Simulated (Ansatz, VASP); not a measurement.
**One calculation of AgCl, two programs**

The input INCAR:

```
PREC = Accurate
ENCUT = 520
EDIFF = 1E-6
ISMEAR = 0
SIGMA = 0.01
LREAL = False
LASPH = True
NELM = 60
ALGO = Normal
ISIF = 2
LWAVE = False
LCHARG = False
GGA = RP
NBANDS = 16
```

Contents of KPOINTS:

```
regular mesh
0
Gamma
  6 6 6
```

File POSCAR:

```
AgCl
1.0
    0.0000000000      2.7350000000      2.7350000000
    2.7350000000      0.0000000000      2.7350000000
    2.7350000000      2.7350000000      0.0000000000
Ag Cl
1 1
Direct
    0.0000000000      0.0000000000      0.0000000000
    0.5000000000      0.5000000000      0.5000000000
```

Input for Ansatz:

```yaml
crystal:
  lattice:
    - [0.0, 2.735, 2.735]
    - [2.735, 0.0, 2.735]
    - [2.735, 2.735, 0.0]
  atoms:
    - { symbol: Ag, position: [0.0, 0.0, 0.0] }
    - { symbol: Cl, position: [0.5, 0.5, 0.5] }
basis:
  ecutwfc: 544.22772491976
kpoints:
  mp_grid:
    grid: [6, 6, 6]
hamiltonian:
  xc: rpbe
scf:
  occupations:
    method: fixed
output:
  stress: true
```

Alike in both runs: task single point; functional RPBE; k mesh 6 × 6 × 6; no spin polarisation.

|  | VASP | Ansatz |
| --- | --- | --- |
| version | VASP 6.6.1 | Ansatz 0.2.0 |
| potentials or method | VASP PAW PBE potentials, release 64 (Ag, Cl), cutoff 520 eV | plane waves, PAW |
| occupations | gaussian, width 0.01 eV | fixed |
| valence electrons in the cell | 18 | 26 |

|  | VASP | Ansatz | Ansatz less VASP |
| --- | --- | --- | --- |
| pressure (GPa) | 7.0 | 7.2 | +0.19 |

VASP's potentials were made for PBE, not for RPBE. VASP's potentials hold 18 valence electrons a cell and Ansatz's 26, so a difference there can come from the potentials and not from the codes.
